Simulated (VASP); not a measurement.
Rh: single point with PBEsol

The system is Rh.

```xyz
1
Lattice="0.0000 1.8909 1.8909 1.8909 0.0000 1.8909 1.8909 1.8909 0.0000" Properties=species:S:1:pos:R:3 pbc="T T T"
Rh    0.0000    0.0000    0.0000
```

```
Program             : VASP 6.6.1
Task                : single point
Functional          : PBEsol
Potentials or basis : VASP PAW PBE potentials, release 64 (Rh_pv)
Cutoff              : 520 eV
k mesh              : 11 × 11 × 11
Occupations         : fermi-dirac, width 0.05 eV
Spin                : no spin polarisation
```

```json
{"Pressure": "-0.1 GPa"}
```

Levels at points of the mesh, in eV from the Fermi level:
```
           k point  band 5  band 6  band 7  band 8  band 9  band 10
(0.00, 0.00, 0.00)   -3.16   -3.16   -3.16   -0.99   -0.99    15.91
```

Run time: 8.7 s on 1 thread of AMD EPYC 7R13 Processor (Zen 3) (shared host), peak memory 0.1 GiB.

Caveat: the PAW data sets were made with another functional, which shifts forces and pressure a little.
